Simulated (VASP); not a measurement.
A run of VASP 6.6.1:

Contents of INCAR:

```
ALGO     = Normal         # electronic algorithm
EDIFF    = 1E-6           # SCF threshold, eV
ENCUT    = 520            # plane-wave cutoff, eV
GGA      = PS             # functional
ISIF     = 2              # what is computed and relaxed
ISMEAR   = -1             # smearing method
LASPH    = True           # aspherical terms in the spheres
LCHARG   = False          # write CHGCAR
LREAL    = False          # projectors in reciprocal space
LWAVE    = False          # write WAVECAR
NBANDS   = 12             # bands
NELM     = 100            # most SCF steps
PREC     = Accurate       # precision mode
SIGMA    = 0.1            # smearing width, eV
```

Contents of KPOINTS:

```
k-points
0
Gamma
  14 14 14
```

File POSCAR:

```
Zn
1.0
    2.5973066608      0.0000000000      0.0000000000
    0.0000000000      2.5973066608      0.0000000000
    0.0000000000      0.0000000000      2.5973066608
Zn
1
Direct
    0.0000000000      0.0000000000      0.0000000000
```

Potentials or basis: VASP PAW PBE potentials, release 64 (Zn).

Run with:

```sh
$ cat potpaw_PBE.64/Zn/POTCAR > POTCAR
$ mpirun -np 1 vasp_std > vasp.out
```

Hardware: 1 thread of AMD EPYC 7R13 (shared host).

Question: How long does it take, and how much memory?

Answer: It took 25 s on 1 thread of AMD EPYC 7R13, on a shared host, peak memory 0.14 GiB. Counts: scf iterations 10, k points 120.
